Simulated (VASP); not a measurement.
Ga: electric field gradients with PBE

Ga:

```
Ga
1.0
     2.25535   -3.82240    0.00000
     2.25535    3.82240    0.00000
     0.00000    0.00000    4.51670
Ga
4
Direct
  0.15250 0.84750 0.07850
  0.65250 0.34750 0.42150
  0.84750 0.15250 0.92150
  0.34750 0.65250 0.57850
```

| Item | Value |
| --- | --- |
| Program | VASP 6.6.1 |
| Task | electric field gradients |
| Functional | PBE |
| Potentials or basis | VASP PAW PBE potentials, release 64 (Ga_d) |
| Cutoff | 520 eV |
| k mesh | 9 × 9 × 8 |
| Occupations | fermi-dirac, width 0.05 eV |
| Spin | no spin polarisation |
| Dipole correction | no |
| Further INCAR settings | ALGO = Normal; EDIFF = 1e-08; NBANDS = 34 |

| Quantity | Value |
| --- | --- |
| Pressure | 2.4 GPa |
| Largest force | 0.436 eV/Å |
| Band gap on the k mesh | zero (bands 26 and 27 overlap by 1.27 eV) |
| Largest electric field gradient by atom | Ga -51.8 V/Å² |

Forces on the atoms (eV/Å):
```
Ga   0.000 -0.420  0.117
Ga   0.000 -0.420 -0.117
Ga   0.000  0.420 -0.117
Ga   0.000  0.420  0.117
```

Stress tensor (GPa, compression positive):
```
1.66 0.00 0.00
0.00 4.05 0.00
0.00 0.00 1.58
```

Levels at points of the mesh, in eV from the Fermi level:
| k point | band 23 | band 24 | band 25 | band 26 | band 27 | band 28 | band 29 | band 30 |
| --- | --- | --- | --- | --- | --- | --- | --- | --- |
| (0.00, 0.00, 0.00) | -3.67 | -1.67 | -1.58 | -0.88 | 0.92 | 0.96 | 0.97 | 5.13 |
| (0.00, 0.00, 0.50) | -0.17 | -0.17 | -0.01 | -0.01 | 0.12 | 0.12 | 2.16 | 2.16 |

Electric field gradients, principal values (V/Å²):
```csv
atom,least,middle,greatest (by size)
1 Ga,22.383,29.416,-51.799
2 Ga,22.383,29.416,-51.799
3 Ga,22.383,29.416,-51.799
4 Ga,22.383,29.416,-51.799
```

Wall time 8.3 min on 1 thread of Intel Xeon 8259CL, with other jobs on the host, peak memory 0.36 GiB.

Caveat: without QUAD_EFG the Cq values of the log hold for a quadrupole moment of 1 mb, not for the nuclei.
